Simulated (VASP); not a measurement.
# K: relaxation of cell and atoms with LDA

The system is K.

```
K
1.0
     0.00000    4.31631    4.31631
     4.31631    0.00000    4.31631
     4.31631    4.31631    0.00000
K
2
Cartesian
  -1.0791 -1.0791 -1.0791
  1.0791 1.0791 1.0791
```

This isn't the form of K at room conditions, which is bcc.

| Quantity | Value |
| --- | --- |
| Program | VASP 6.6.1 |
| Task | relaxation of cell and atoms |
| Functional | LDA |
| Potentials or basis | VASP PAW LDA potentials, release 64 (K_sv) |
| Cutoff | 500 eV |
| k mesh | 9 × 9 × 9 |
| Occupations | fermi-dirac, width 0.08 eV |
| Spin | no spin polarisation |
| Dipole correction | no |
| Further INCAR settings | ALGO = Normal; EDIFF = 1e-07; IBRION = 2; EDIFFG = -0.005; NSW = 60; ISIF = 3 |

```json
{
 "Relaxed volume": "96.00 Å³/atom",
 "Relaxed cell": "a = 6.476 Å, b = 6.476 Å, c = 6.476 Å, α = 60.00°, β = 60.00°, γ = 60.00°",
 "Space group after relaxing (to 0.1 Å)": "Fd-3m (No. 227)",
 "Energy gained by relaxing": "14.7 meV/atom",
 "Ionic steps": "5",
 "Pressure after relaxing": "0.0 GPa",
 "Band gap on the k mesh": "zero (bands 9 and 10 overlap by 0.15 eV)"
}
```

The path:
| step | energy change (eV) | largest force (eV/Å) | pressure (GPa) | volume (Å³) |
| --- | --- | --- | --- | --- |
| 1 | 0.0000 | 0.0000 | 0.35 | 160.83 |
| 2 | -0.0081 | 0.0000 | 0.29 | 164.95 |
| 3 | -0.0242 | 0.0000 | 0.13 | 177.73 |
| 4 | -0.0249 | 0.0000 | -0.10 | 205.23 |
| 5 | -0.0293 | 0.0000 | -0.01 | 192.01 |

Final structure:
```
CELL_PARAMETERS angstrom
0.00000 4.57892 4.57892
4.57892 0.00000 4.57892
4.57892 4.57892 0.00000
ATOMIC_POSITIONS crystal
K 0.87500 0.87500 0.87500
K 0.12500 0.12500 0.12500
```

Levels at points of the mesh, in eV from the Fermi level:
```csv
k point,band 6,band 7,band 8,band 9,band 10,band 11,band 12,band 13
"(0.00, 0.00, 0.00)",-15.91,-15.91,-15.91,-1.86,2.41,2.41,2.41,2.70
```

Wall time 10 min on 1 thread of Intel Xeon 8259CL, with other jobs on the host, peak memory 0.29 GiB.

Caveat: the volume moved by over 15 % at a fixed basis, so the end points are rough.
